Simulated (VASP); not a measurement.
# Dy3Be2Se in VASP: further runs

Dy3Be2Se is run at these levels: PBE; tasks: single point.

All numbers are computed with VASP 6.6.1; they aren't measurements. Logs are shortened: lines on timing, memory, paths and dates and some standing lists are left out, and cuts for length are marked.

## (1) The cell of the first run

The typed cell holds 6 atoms: a = 5.042 Å, b = 5.042 Å, c = 5.653 Å, α = 90.00°, β = 90.00°, γ = 120.00°.

The cell was generated, and may not be a known phase.

## (2) Single point, PBE

INCAR

```
PREC     = Accurate       # precision mode
ENCUT    = 600            # plane-wave cutoff, eV
EDIFF    = 1E-6           # SCF threshold, eV
ISMEAR   = 0              # smearing method
SIGMA    = 0.1            # smearing width, eV
LREAL    = F              # projectors in reciprocal space
LASPH    = T              # aspherical terms in the spheres
NELM     = 200            # most SCF steps
ALGO     = Normal         # electronic algorithm
ISIF     = 2              # what is computed and relaxed
LWAVE    = F              # write WAVECAR
LCHARG   = F              # write CHGCAR
GGA      = PE             # functional
NBANDS   = 28             # bands
GGA_COMPAT= F            
LMAXMIX  = 6              # l up to which the mixer works
```

KPOINTS

```
regular mesh
0
Gamma
  6 6 2
```

POSCAR

```
Dy3Be2Se
1.0
    5.0418968442      0.0000000000      0.0000000000
   -2.5209484221      4.3664107504      0.0000000000
    0.0000000000      0.0000000000      5.6530421970
Dy Be Se
3 2 1
Direct
    0.3333333333      0.6666666667      1.0485772924
    0.6666666667      0.3333333333      1.0485772924
    0.0000000000      0.0000000000      0.5486611177
    0.3333333333      0.6666666667      0.5486043315
    0.6666666667      0.3333333333      0.5486043315
    0.0000000000      0.0000000000      0.0486481345
```

Potentials or basis: VASP PAW PBE potentials, release 64 (Dy_3, Be, Se), 4f in core.

Command:

```
cat potpaw_PBE.64/Dy_3/POTCAR potpaw_PBE.64/Be/POTCAR potpaw_PBE.64/Se/POTCAR > POTCAR
mpirun -np 1 vasp_std > vasp.out
```

OUTCAR:

```text
PREC = Accurate
   ENCUT = 600
   EDIFF = 1E-6
   ISMEAR = 0
   LREAL = F
   LASPH = T
   NELM = 200
   ISIF = 2
   GGA = PE

 ion  position               nearest neighbor table
   1  0.333  0.667  0.049-   4 2.83   4 2.83   2 2.91   2 2.91   2 2.91   6 2.91   6 2.91   6 2.91

   2  0.667  0.333  0.049-   5 2.83   5 2.83   1 2.91   1 2.91   1 2.91   6 2.91   6 2.91   6 2.91

   3  0.000  0.000  0.549-   6 2.83   6 2.83   4 2.91   5 2.91   5 2.91   4 2.91   5 2.91   4 2.91

   4  0.333  0.667  0.549-   1 2.83   1 2.83   3 2.91   3 2.91   3 2.91
   5  0.667  0.333  0.549-   2 2.83   2 2.83   3 2.91   3 2.91   3 2.91
   6  0.000  0.000  0.049-   3 2.83   3 2.83   2 2.91   1 2.91   2 2.91   1 2.91   2 2.91   1 2.91

  LATTYP: Found a hexagonal cell.
 ALAT       =     5.0418968442
 C/A-ratio  =     1.1212133789

  Lattice vectors:

 A1 = (   5.0418968442,   0.0000000000,   0.0000000000)
 A2 = (  -2.5209484221,   4.3664107504,   0.0000000000)
 A3 = (   0.0000000000,   0.0000000000,   5.6530421970)

Analysis of symmetry for initial positions (statically):
=====================================================================
 Subroutine PRICEL returns:
 Original cell was already a primitive cell.

 Routine SETGRP: Setting up the symmetry group for a
 hexagonal supercell.

 Subroutine GETGRP returns: Found 12 space group operations
 (whereof 12 operations were pure point group operations)
 out of a pool of 24 trial point group operations.

The static configuration has the point symmetry C_6v.

Analysis of symmetry for dynamics (positions and initial velocities):
=====================================================================
 Subroutine PRICEL returns:
 Original cell was already a primitive cell.

 Routine SETGRP: Setting up the symmetry group for a
 hexagonal supercell.

 Subroutine GETGRP returns: Found 12 space group operations
 (whereof 12 operations were pure point group operations)
 out of a pool of 24 trial point group operations.

The dynamic configuration has the point symmetry C_6v.

 Subroutine INISYM returns: Found 12 space group operations
 (whereof 12 operations are pure point group operations),
 and found     1 'primitive' translations

----------------------------------------------------------------------------------------

                                     Primitive cell

  volume of cell :     124.4517

  direct lattice vectors                    reciprocal lattice vectors
     5.041896844  0.000000000  0.000000000     0.198338052  0.114510528  0.000000000
    -2.520948422  4.366410750  0.000000000     0.000000000  0.229021056  0.000000000
     0.000000000  0.000000000  5.653042197     0.000000000  0.000000000  0.176895902

  length of vectors
     5.041896844  5.041896844  5.653042197     0.229021056  0.229021056  0.176895902

  position of ions in fractional coordinates (direct lattice)
     0.333333333  0.666666667  0.048577292
     0.666666667  0.333333333  0.048577292
     0.000000000  0.000000000  0.548661118
     0.333333333  0.666666667  0.548604332
     0.666666667  0.333333333  0.548604332
     0.000000000  0.000000000  0.048648134

  ion indices of the primitive-cell ions
   primitive index   ion index
                 1           1
                 2           2
                 3           3
                 4           4
                 5           5
                 6           6

----------------------------------------------------------------------------------------

 KPOINTS: regular mesh

Automatic generation of k-mesh.
 Grid dimensions read from file:
 generate k-points for:    6    6    2

 Generating k-lattice:

  Cartesian coordinates                     Fractional coordinates (reciprocal lattice)
     0.033056342  0.019085088  0.000000000     0.166666667  0.000000000  0.000000000
     0.000000000  0.038170176  0.000000000     0.000000000  0.166666667  0.000000000
     0.000000000  0.000000000  0.088447951     0.000000000  0.000000000  0.500000000

  Length of vectors
     0.038170176  0.038170176  0.088447951

  Shift w.r.t. Gamma in fractional coordinates (k-lattice)
     0.000000000  0.000000000  0.000000000

 Subroutine IBZKPT returns following result:
 ===========================================

 Found     14 irreducible k-points:

 Following reciprocal coordinates:
            Coordinates               Weight
  0.000000  0.000000  0.000000      1.000000
  0.166667 -0.000000  0.000000      6.000000
  0.333333 -0.000000  0.000000      6.000000
  0.500000 -0.000000  0.000000      3.000000
  0.166667  0.166667  0.000000      6.000000
  0.333333  0.166667  0.000000     12.000000
  0.333333  0.333333  0.000000      2.000000
  0.000000  0.000000  0.500000      1.000000
  0.166667 -0.000000  0.500000      6.000000
  0.333333 -0.000000  0.500000      6.000000
  0.500000 -0.000000  0.500000      3.000000
  0.166667  0.166667  0.500000      6.000000
  0.333333  0.166667  0.500000     12.000000
  0.333333  0.333333  0.500000      2.000000
   k-points           NKPTS =     14   k-points in BZ     NKDIM =     14   number of bands    NBANDS=     28
   number of dos      NEDOS =    301   number of ions     NIONS =      6
   total plane-waves  NPLWV =  76800
   dimension x,y,z NGX =    40 NGY =   40 NGZ =   48
   dimension x,y,z NGXF=    80 NGYF=   80 NGZF=   96
   ions per type =               3   2   1
   NGX,Y,Z   is equivalent  to a cutoff of  13.19, 13.19, 14.12 a.u.
   NGXF,Y,Z  is equivalent  to a cutoff of  26.38, 26.38, 28.23 a.u.
 SYSTEM =  unknown system
   PREC   = accura    normal or accurate (medium, high low for compatibility)
   ISTART =      0    job   : 0-new  1-cont  2-samecut
   ICHARG =      2    charge: 1-file 2-atom 10-const
   ISPIN  =      1    spin polarized calculation?
   LNONCOLLINEAR =      F non collinear calculations
   LSORBIT =      F    spin-orbit coupling
   LASPH  =      T    aspherical Exc in radial PAW
   ENCUT  =  600.0 eV  44.10 Ry    6.64 a.u.  10.07 10.07 11.29*2*pi/ulx,y,z
   NELM   =    200;   NELMIN=  2; NELMDL= -5     # of ELM steps
   EDIFF  = 0.1E-05   stopping-criterion for ELM
   LREAL  =      F    real-space projection
   EDIFFG = 0.1E-04   stopping-criterion for IOM
   NSW    =      0    number of steps for IOM
   IBRION =     -1    ionic relax: 0-MD 1-quasi-New 2-CG
   NFREE  =      0    steps in history (QN), initial steepest desc. (CG)
   ISIF   =      2    stress and relaxation
   ISYM   =      2    0-nonsym 1-usesym 2-fastsym
   POTIM  = 0.5000    time-step for ionic-motion
   TEBEG  =    0.0;   TEEND  =   0.0 temperature during run
   PSTRESS=    0.0 pullay stress
   NELECT =      37.0000    total number of electrons
   NUPDOWN=      -1.0000    fix difference up-down
   EMIN   =  10.00;   EMAX   =-10.00  energy-range for DOS
   EFERMI =   0.00;   METHOD = LEGACY
   ISMEAR =     0;   SIGMA  =   0.10  broadening in eV -4-tet -1-fermi 0-gaus
   EFERMI_NEDOS =   21; number of points for ismear=-14 and -15
   IALGO  =     38    algorithm
   IMIX   =      4    mixing-type and parameters
     AMIX     =   0.40;   BMIX     =  1.00
     AMIX_MAG =   1.60;   BMIX_MAG =  1.00
  volume/ion in A,a.u.               =      20.74       139.97
  Fermi-wavevector in a.u.,A,eV,Ry     =   1.092635  2.064781 16.243335  1.193851
  Thomas-Fermi vector in A             =   2.228905
   LORBIT       =      0    0 simple, 1 ext, 2 COOP (PROOUT), +10 PAW based schemes
   GGA     = PE    functional components
   LHFCALC =     F    Hartree Fock is set to
   AEXX    =    0.0000 exact exchange contribution
   IVDW    =     0    specifies the selected vdW correction
   LEPSILON=     F    determine dielectric tensor
   LRPA    =     F    only Hartree local field effects (RPA)
 non-spin polarized calculation
 Gauss-broadening in eV      SIGMA  =   0.10
  energy-cutoff  :      600.00
  volume of cell :      124.45
 maximum number of plane-waves:      4206
   NGX = 21   NGY = 21   NGZ = 23

 number of electron      37.0000001 magnetization

 Free energy of the ion-electron system (eV)
  ---------------------------------------------------
  ext. energy  EPLUGINS =         0.00000000
  ---------------------------------------------------
  free energy    TOTEN  =       -25.26101125 eV

  energy without entropy =      -25.24803770  energy(sigma->0) =      -25.25452448

 E-fermi :   4.6529     XC(G=0): -10.2660

 val. band max:        4.5705927441   @ k =   0.3333   0.1667   0.5000
 cond. band min:       4.6680527618   @ k =   0.3333  -0.0000   0.0000
 fundamental gap:      0.0974600177
 Fermi energy:         4.6528963889

 k-point     1 :       0.0000    0.0000    0.0000
  band No.  band energies     occupation
      1     -19.6684      2.00000
      2     -19.6684      2.00000
      3     -19.1088      2.00000
      4     -18.9738      2.00000
      5     -18.9738      2.00000
      6     -18.8243      2.00000
[... 20 lines left out ...]
     27       8.1098      0.00000
     28       8.1133      0.00000

 k-point     2 :       0.1667   -0.0000    0.0000
  band No.  band energies     occupation
      1     -19.7076      2.00000
      2     -19.6238      2.00000
      3     -19.0974      2.00000
      4     -18.9742      2.00000
      5     -18.9721      2.00000
      6     -18.8135      2.00000
[... 20 lines left out ...]
     27       7.2146      0.00000
     28       7.6849      0.00000

 k-point     3 :       0.3333   -0.0000    0.0000
  band No.  band energies     occupation
      1     -19.7784      2.00000
      2     -19.5261      2.00000
      3     -19.0761      2.00000
      4     -18.9794      2.00000
      5     -18.9706      2.00000
      6     -18.7778      2.00000
[... 306 lines left out ...]
      3     -19.0685      2.00000
      4     -19.0042      2.00000
      5     -18.9790      2.00000
      6     -18.8066      2.00000
[... 20 lines left out ...]
     27       7.9227      0.00000
     28       8.2274      0.00000

 k-point    14 :       0.3333    0.3333    0.5000
  band No.  band energies     occupation
      1     -19.9322      2.00000
      2     -19.0849      2.00000
      3     -19.0849      2.00000
      4     -19.0643      2.00000
      5     -18.9928      2.00000
      6     -18.9928      2.00000
[... 20 lines left out ...]
     27       8.1914      0.00000
     28       8.1914      0.00000

------------------------ aborting loop because EDIFF is reached ----------------------------------------

  FORCE on cell =-STRESS in cart. coord.  units (eV):
  Direction    XX          YY          ZZ          XY          YZ          ZX
  --------------------------------------------------------------------------------------
  -------------------------------------------------------------------------------------
  Total        0.4007191      0.4007191      0.2312146      0.0000000     -0.0000000      0.0000000
  in kB        5.1588133      5.1588133      2.9766317      0.0000000     -0.0000000      0.0000000
  external PRESSURE =       4.4314194 kB  Pullay stress =       0.0000000 kB

 VOLUME and BASIS-vectors are now :
 -----------------------------------------------------------------------------
  energy-cutoff  :      600.00
  volume of cell :      124.45
      direct lattice vectors                 reciprocal lattice vectors
     5.041896844  0.000000000  0.000000000     0.198338052  0.114510528  0.000000000
    -2.520948422  4.366410750  0.000000000     0.000000000  0.229021056  0.000000000
     0.000000000  0.000000000  5.653042197     0.000000000  0.000000000  0.176895902

 POSITION                                       TOTAL-FORCE (eV/Angst)
 -----------------------------------------------------------------------------------
     -0.00000      2.91094      0.27461         0.000000      0.000000      0.001084
      2.52095      1.45547      0.27461        -0.000000      0.000000      0.001084
      0.00000      0.00000      3.10160        -0.000000      0.000000     -0.001233
     -0.00000      2.91094      3.10128        -0.000000      0.000000     -0.000427
      2.52095      1.45547      3.10128         0.000000     -0.000000     -0.000427
      0.00000      0.00000      0.27501        -0.000000      0.000000     -0.000081
 -----------------------------------------------------------------------------------
    total drift:                                0.000000      0.000000      0.000068

  FREE ENERGIE OF THE ION-ELECTRON SYSTEM (eV)
  ---------------------------------------------------
  free  energy   TOTEN  =       -25.2610112537 eV

  energy  without entropy=      -25.2480377013  energy(sigma->0) =      -25.25452448
```

Wall time 38 s (1 thread of Intel Xeon 6975P-C (Granite Rapids), shared host); peak memory 0.29 GiB.

What came out:

* Free energy: -25.2610 eV
* Pressure: 0.4 GPa
* Band gap on the k mesh: zero (an odd number of electrons rules out a gap without spin polarisation)

Caveat: the k points lie up to 0.56 Å⁻¹ apart, too coarse for converged energies and pressures of a metal; spin-orbit coupling is left out, which moves the levels of the heavy elements; the 4f electrons are frozen in the core, so they carry no moment and show no levels; the run has no spin polarisation, though such a crystal can be magnetic. Spin polarisation is off, so any magnetic state and its effect on volume and gap are missing.

## (3) Single point, PBE

This run uses another cell than the first one, of 20.86 Å³/atom.

INCAR

```
SYSTEM = Dy3Be2Se
PREC = Accurate
ENCUT = 600
EDIFF = 1E-6
ISMEAR = 0
SIGMA = 0.1
LREAL = .FALSE.
LASPH = .TRUE.
NELM = 200
ALGO = Normal
ISIF = 2
LWAVE = .FALSE.
LCHARG = .FALSE.
GGA = PE
NBANDS = 28
GGA_COMPAT = .FALSE.
LMAXMIX = 6
```

KPOINTS

```
regular mesh
0
G
  6 6 4
  0 0 0
```

POSCAR

```
Dy3Be2Se
1.0
    5.0551334112      0.0000000000      0.0000000000
   -2.5275667056      4.3778739536      0.0000000000
    0.0000000000      0.0000000000      5.6554127826
Dy Be Se
3 2 1
Direct
    0.3333333333      0.6666666667      0.0000000000
    0.6666666667      0.3333333333      0.0000000000
    0.0000000000      0.0000000000      0.5000000000
    0.3333333333      0.6666666667      0.5000000000
    0.6666666667      0.3333333333      0.5000000000
    0.0000000000      0.0000000000      0.0000000000
```

Potentials or basis: VASP PAW PBE potentials, release 64 (Dy_3, Be, Se), 4f in core.

Command:

```
cat potpaw_PBE.64/Dy_3/POTCAR potpaw_PBE.64/Be/POTCAR potpaw_PBE.64/Se/POTCAR > POTCAR
mpirun -np 1 vasp_std > vasp.out
```

OUTCAR:

```text
SYSTEM = Dy3Be2Se
   PREC = Accurate
   ENCUT = 600
   EDIFF = 1E-6
   ISMEAR = 0
   LREAL = .FALSE.
   LASPH = .TRUE.
   NELM = 200
   ISIF = 2
   GGA = PE

 ion  position               nearest neighbor table
   1  0.333  0.667  0.000-   4 2.83   4 2.83   2 2.92   6 2.92   2 2.92   6 2.92   6 2.92   2 2.92

   2  0.667  0.333  0.000-   5 2.83   5 2.83   1 2.92   6 2.92   1 2.92   6 2.92   6 2.92   1 2.92

   3  0.000  0.000  0.500-   6 2.83   6 2.83   4 2.92   5 2.92   4 2.92   5 2.92   5 2.92   4 2.92

   4  0.333  0.667  0.500-   1 2.83   1 2.83   3 2.92   3 2.92   3 2.92
   5  0.667  0.333  0.500-   2 2.83   2 2.83   3 2.92   3 2.92   3 2.92
[... 854 lines left out ...]
  Total        0.3129345      0.3129345      0.2331731      0.0000000      0.0000000      0.0000000
  in kB        4.0059345      4.0059345      2.9848936      0.0000000      0.0000000      0.0000000
  external PRESSURE =       3.6655875 kB  Pullay stress =       0.0000000 kB

 VOLUME and BASIS-vectors are now :
 -----------------------------------------------------------------------------
  energy-cutoff  :      600.00
  volume of cell :      125.16
      direct lattice vectors                 reciprocal lattice vectors
     5.055133411  0.000000000  0.000000000     0.197818716  0.114210689  0.000000000
    -2.527566706  4.377873954  0.000000000     0.000000000  0.228421378  0.000000000
     0.000000000  0.000000000  5.655412783     0.000000000  0.000000000  0.176821753

 POSITION                                       TOTAL-FORCE (eV/Angst)
 -----------------------------------------------------------------------------------
     -0.00000      2.91858      0.00000        -0.000000     -0.000000      0.000000
      2.52757      1.45929      0.00000        -0.000000      0.000000     -0.000000
      0.00000      0.00000      2.82771         0.000000     -0.000000      0.000000
     -0.00000      2.91858      2.82771        -0.000000      0.000000      0.000000
      2.52757      1.45929      2.82771         0.000000     -0.000000     -0.000000
      0.00000      0.00000      0.00000         0.000000     -0.000000      0.000000
 -----------------------------------------------------------------------------------
    total drift:                                0.000000     -0.000000      0.000000

  FREE ENERGIE OF THE ION-ELECTRON SYSTEM (eV)
  ---------------------------------------------------
  free  energy   TOTEN  =       -25.1779696973 eV

  energy  without entropy=      -25.1649049572  energy(sigma->0) =      -25.17143733
```

OSZICAR:

```text
N       E                     dE             d eps       ncg     rms          rms(c)
DAV:   1     0.197885151097E+03    0.19789E+03   -0.17194E+04  1176   0.131E+03
DAV:   2    -0.415695791418E+01   -0.20204E+03   -0.19579E+03  1176   0.395E+02
DAV:   3    -0.242351604723E+02   -0.20078E+02   -0.19218E+02  1688   0.688E+01
DAV:   4    -0.252840209170E+02   -0.10489E+01   -0.10332E+01  1592   0.157E+01
DAV:   5    -0.253137876019E+02   -0.29767E-01   -0.29688E-01  1588   0.270E+00    0.352E+01
DAV:   6    -0.251552382329E+02    0.15855E+00   -0.48674E-01  1672   0.280E+00    0.211E+01
DAV:   7    -0.251911385848E+02   -0.35900E-01   -0.35553E-01  1732   0.311E+00    0.123E+00
DAV:   8    -0.251787314323E+02    0.12407E-01   -0.10051E-01  1656   0.145E+00    0.243E-01
DAV:   9    -0.251780466285E+02    0.68480E-03   -0.56834E-03  1536   0.408E-01    0.138E-01
DAV:  10    -0.251780073710E+02    0.39258E-04   -0.15406E-03  1688   0.183E-01    0.986E-02
DAV:  11    -0.251779729313E+02    0.34440E-04   -0.18184E-04  1676   0.757E-02    0.415E-02
DAV:  12    -0.251779699252E+02    0.30062E-05   -0.29092E-05  1736   0.274E-02    0.596E-03
DAV:  13    -0.251779696973E+02    0.22785E-06   -0.17476E-06  1016   0.748E-03
   1 F= -.25177970E+02 E0= -.25171437E+02  d E =-.130647E-01
```

Wall time 69 s (1 thread of Intel Xeon 6975P-C (Granite Rapids), shared host); peak memory 0.31 GiB.

What came out:

```yaml
Free_energy: -25.1780 eV
Pressure: 0.4 GPa
Band_gap_on_the_k_mesh: zero (an odd number of electrons rules out a gap without spin polarisation)
```

Stress tensor (GPa, compression positive):
```
0.40 0.00 0.00
0.00 0.40 0.00
0.00 0.00 0.30
```

Levels at points of the mesh, in eV from the Fermi level:
| k point | band 14 | band 15 | band 16 | band 17 | band 18 | band 19 | band 20 | band 21 | band 22 | band 23 |
| --- | --- | --- | --- | --- | --- | --- | --- | --- | --- | --- |
| (0.00, 0.00, 0.00) | -4.09 | -1.57 | -1.57 | -0.23 | 0.01 | 0.24 | 0.24 | 0.37 | 0.37 | 0.45 |
| (0.50, 0.00, 0.00) | -4.12 | -3.63 | -1.36 | -1.29 | -1.02 | -0.50 | 0.08 | 0.94 | 1.11 | 1.60 |
| (0.00, 0.00, 0.50) | -4.18 | -2.58 | -2.18 | -2.18 | 0.29 | 0.90 | 1.25 | 1.25 | 1.41 | 1.82 |
| (0.50, 0.00, 0.50) | -3.58 | -3.29 | -1.93 | -1.49 | -1.42 | -0.13 | 0.14 | 0.80 | 1.09 | 2.56 |

Caveat: spin-orbit coupling is left out, which moves the levels of the heavy elements; the 4f electrons are frozen in the core, so they carry no moment and show no levels; the run has no spin polarisation, though such a crystal can be magnetic. Spin polarisation is off, so any magnetic state and its effect on volume and gap are missing.

The gap in the log of VASP goes by the Fermi energy; the results here count the filled bands.